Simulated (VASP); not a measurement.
Wanted: the native input for a VASP 6.6.1 run.

```
Task                    : density of states
Functional              : LDA
Potentials or basis     : VASP PAW LDA potentials, release 64 (Ni, Al)
Cutoff                  : 520 eV
k mesh                  : 15 × 15 × 15
Occupations             : fermi-dirac, width 0.1 eV
Spin                    : no spin polarisation
Dipole correction       : no
k mesh for the DOS      : 23 × 23 × 23
Occupations for the DOS : tetrahedron
Further INCAR settings  : ALGO = Normal; EDIFF = 1e-06; NBANDS = 14
```

Crystal: AlNi (rocksalt type).

```
Ni Al
1.0
     0.00000    1.94561    1.94561
     1.94561    0.00000    1.94561
     1.94561    1.94561    0.00000
Ni Al
1 1
Direct
  0.00000 0.00000 0.00000
  0.50000 0.50000 0.50000
```

This cell differs from its parent crystal: volume scaled by 0.55.

One way to write it, as run:

POSCAR

```
AlNi
1.0
    0.0000000000      1.9456050348      1.9456050348
    1.9456050348      0.0000000000      1.9456050348
    1.9456050348      1.9456050348      0.0000000000
Ni Al
1 1
Direct
    0.0000000000      0.0000000000      0.0000000000
    0.5000000000      0.5000000000      0.5000000000
```

INCAR.step1

```
SYSTEM = AlNi
PREC = Accurate ; ENCUT = 520
EDIFF = 1E-6 ; ISMEAR = -1
SIGMA = 0.1 ; LREAL = .False.
LASPH = .True. ; NELM = 60
ALGO = Normal ; ISIF = 2
LWAVE = .False. ; LCHARG = .True.
LMAXMIX = 4 ; NBANDS = 14
```

KPOINTS.step1

```
Automatic mesh
0
Gamma
  15 15 15
  0 0 0
```

INCAR.step2

```
SYSTEM = AlNi
PREC = Accurate ; ENCUT = 520
EDIFF = 1E-6 ; ISMEAR = -5
SIGMA = 0.1 ; LREAL = .False.
LASPH = .True. ; NELM = 60
ALGO = Normal ; ISIF = 2
LWAVE = .False. ; LCHARG = .False.
LMAXMIX = 4 ; LORBIT = 10
NBANDS = 14 ; NEDOS = 1001
ICHARG = 11
```

KPOINTS.step2

```
Automatic mesh
0
Gamma
  23 23 23
  0 0 0
```

Potentials or basis: VASP PAW LDA potentials, release 64 (Ni, Al).

Run with:

```console
$ cat potpaw_LDA.64/Ni/POTCAR potpaw_LDA.64/Al/POTCAR > POTCAR
$ cp INCAR.step1 INCAR
$ cp KPOINTS.step1 KPOINTS
$ mpirun -np 1 vasp_std > vasp.out
$ cp INCAR.step2 INCAR
$ cp KPOINTS.step2 KPOINTS
$ mpirun -np 1 vasp_std > vasp.out
```

Results of the run:

```
Valence electrons inside the program's atomic spheres : Ni 10.91; Al 1.32
```

Run time: 23 s on 1 thread of Intel(R) Xeon(R) 6975P-C (Granite Rapids) (shared host), peak memory 0.18 GiB.
